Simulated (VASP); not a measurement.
Input of a VASP 6.6.1 run:

File INCAR:

```
  ALGO = Normal
  EDIFF = 1E-6
  ENCUT = 520
  GGA = PE
  ISIF = 2
  ISMEAR = 1
  LASPH = True
  LCHARG = False
  LREAL = False
  LWAVE = False
  NBANDS = 14
  NELM = 100
  PREC = Accurate
  SIGMA = 0.1
```

KPOINTS

```
k-points
0
Gamma
  13 13 13
```

The input POSCAR:

```
HfN
1.0
    0.0000000000      2.1941603919      2.1941603919
    2.1941603919      0.0000000000      2.1941603919
    2.1941603919      2.1941603919      0.0000000000
Hf N
1 1
Direct
    0.0000000000      0.0000000000      0.0000000000
    0.5000000000      0.5000000000      0.5000000000
```

Potentials or basis: VASP PAW PBE potentials, release 64 (Hf_pv, N).

Command:

```console
$ cat potpaw_PBE.64/Hf_pv/POTCAR potpaw_PBE.64/N/POTCAR > POTCAR
$ mpirun -np 1 vasp_std > vasp.out
```

Problem. Predict the pressure.

Solution. 32.8 GPa.
